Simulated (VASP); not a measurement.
Runs of VASP 6.6.1 on Fe. The structure is that of space group Im-3m (No. 229), or close to it. The cells are those of the table. 

```csv
cell,gap on the mesh (eV),pressure (GPa),moment (μB)
"a = 2.477 Å, angles 109.5°, 1 atom",none,(b),2.25
"a = 2.500 Å, angles 109.5°, 1 atom",none,-9.5,2.29
"a = 2.427 Å, angles 109.5°, 1 atom",none,(a),2.12
"a = 2.402 Å, angles 109.5°, 1 atom",none,13.5,2.07
"a = 2.452 Å, angles 109.5°, 1 atom",none,-0.1,2.19
```

Alike in all rows: task single point; level PBE; potentials or basis VASP PAW PBE potentials, release 64 (Fe); spin collinear, ferromagnetic start; k mesh 20 × 20 × 20; cutoff (eV) 520; smearing gaussian 0.1 eV.

Fill in the values left out.

(a) 5.5; (b) -5.3.

Caveats: the cell stands under tension (at least some runs); the cell stands under pressure (at least some runs).

A gap of «none» marks levels without a gap at the run's occupations.
